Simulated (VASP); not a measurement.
Write the native input for VASP 6.6.1 that does the following.

| Item | Value |
| --- | --- |
| Task | single point |
| Functional | PBE |
| Potentials or basis | VASP PAW PBE potentials, release 64 (Ag) |
| Cutoff | 520 eV |
| k mesh | 23 × 23 × 23 |
| Occupations | fermi-dirac, width 0.0612256 eV |
| Spin | no spin polarisation |
| Dipole correction | no |
| Further INCAR settings | ALGO = Normal; EDIFF = 1e-07; NBANDS = 12 |

The structure of Ag lies in POSCAR:

```
Ag
1.0
    0.0000000000      2.0876104212      2.0876104212
    2.0876104212      0.0000000000      2.0876104212
    2.0876104212      2.0876104212      0.0000000000
Ag
1
Direct
    0.0000000000      0.0000000000      0.0000000000
```

The input as run:

INCAR

```
SYSTEM = Ag
ALGO = Normal
EDIFF = 1E-7
ENCUT = 520
GGA = PE
ISIF = 2
ISMEAR = -1
LASPH = .TRUE.
LCHARG = .FALSE.
LREAL = .FALSE.
LWAVE = .FALSE.
NBANDS = 12
NELM = 100
PREC = Accurate
SIGMA = 0.06122561905347299
```

KPOINTS

```
k-points
0
G
  23 23 23
  0 0 0
```

Potentials or basis: VASP PAW PBE potentials, release 64 (Ag).

The run is started by

```console
$ cat potpaw_PBE.64/Ag/POTCAR > POTCAR
$ mpirun -np 1 vasp_std > vasp.out
```

It gave:

```
Pressure : -1.7 GPa
```

It took 28 s on 1 thread of Intel(R) Xeon(R) Platinum 8559C (Emerald Rapids) (shared host), peak memory 0.2 GiB.
